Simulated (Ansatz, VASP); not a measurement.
# BN: VASP beside Ansatz

Contents of INCAR:

```
PREC = Accurate ; ENCUT = 520
EDIFF = 1E-7 ; ISMEAR = 0
SIGMA = 0.05 ; LREAL = F
LASPH = T ; NELM = 100
ALGO = Normal ; ISIF = 2
LWAVE = F ; LCHARG = F
GGA = PE ; NBANDS = 11
```

KPOINTS

```
Automatic mesh
0
Gamma
  12 12 12
```

POSCAR

```
BN
1.0
    0.0000000000      1.8401960150      1.7858059850
    1.8401960150      0.0000000000      1.7858059850
    1.8401960150      1.8401960150      0.0000000000
B N
1 1
Direct
    0.0000000000      0.0000000000      0.0000000000
    0.7500000000      0.7500000000      0.7500000000
```

Input for Ansatz:

```yaml
crystal:
  lattice:
    - [0.0, 1.840196015, 1.785805985]
    - [1.840196015, 0.0, 1.785805985]
    - [1.840196015, 1.840196015, 0.0]
  atoms:
    - { symbol: B, position: [0.0, 0.0, 0.0] }
    - { symbol: "N", position: [0.75, 0.75, 0.75] }
basis:
  ecutwfc: 420
kpoints:
  mp_grid: { grid: [12, 12, 12] }
hamiltonian:
  xc: pbe
scf:
  occupations: { method: gaussian, width: 0.05 }
output:
  forces: true
  stress: true
  eigenvalues: true
```

Change from the starting cell: strain +0.015 along x and y, -0.015 along z, atoms carried along.

Alike in both runs: task single point; functional PBE; k mesh 12 × 12 × 12; occupations gaussian, width 0.05 eV; no spin polarisation.

|  | VASP | Ansatz |
| --- | --- | --- |
| version | VASP 6.6.1 | Ansatz 0.2.0 |
| potentials or method | VASP PAW PBE potentials, release 64 (B, N), cutoff 520 eV | scalar-relativistic, plane waves, PAW |
| valence electrons in the cell | 8 | 8 |

```csv
,VASP,Ansatz,Ansatz less VASP
gap on the k mesh at the Fermi level (eV),3.92,3.93,+0.011
least direct gap on the mesh (eV),8.39,8.40,+0.010
pressure (GPa),-5.5,-5.7,-0.19
"traceless stress, the component that is largest in VASP (GPa)",11.53,11.53,-0.009
```
